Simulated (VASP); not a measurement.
Wanted: the native input for a VASP 6.6.1 run.

```
Task                   : single point
Functional             : PBE
Potentials or basis    : VASP PAW PBE potentials, release 64 (Sr_sv, Zn)
Cutoff                 : 520 eV
k mesh                 : 4 × 4 × 4
Occupations            : fermi-dirac, width 0.15 eV
Spin                   : no spin polarisation
Dipole correction      : no
Further INCAR settings : ALGO = Normal; EDIFF = 1e-06; NBANDS = 29
```

The structure of Sr3Zn lies in POSCAR:

```
Sr3Zn
1.0
    4.8414263113      0.0000000000      0.0000000000
    0.0000000000      4.8414263113      0.0000000000
    0.0000000000      0.0000000000      4.8414263113
Sr Zn
3 1
Direct
    0.5000000000      0.0000000000      0.5000000000
    0.5000000000      0.5000000000      0.0000000000
    0.0000000000      0.5000000000      0.5000000000
    0.0000000000      0.0000000000      0.0000000000
```

One way to write it, as run:

INCAR

```
SYSTEM = Sr3Zn
PREC = Accurate ; ENCUT = 520
EDIFF = 1E-6 ; ISMEAR = -1
SIGMA = 0.15 ; LREAL = .FALSE.
LASPH = .TRUE. ; NELM = 60
ALGO = Normal ; ISIF = 2
LWAVE = .FALSE. ; LCHARG = .FALSE.
GGA = PE ; NBANDS = 29
```

KPOINTS

```
regular mesh
0
G
  4 4 4
  0 0 0
```

Potentials or basis: VASP PAW PBE potentials, release 64 (Sr_sv, Zn).

Command:

```bash
$ cat potpaw_PBE.64/Sr_sv/POTCAR potpaw_PBE.64/Zn/POTCAR > POTCAR
$ mpirun -np 1 vasp_std > vasp.out
```

It gave:

The pressure is 10.1 GPa and the band gap on the k mesh is zero (band 21 reaches 3.79 eV, above the bottom of band 22 at 3.09 eV).

Run time: 65 s on 1 thread of AMD EPYC 7R13, with other jobs on the host, peak memory 0.18 GiB.
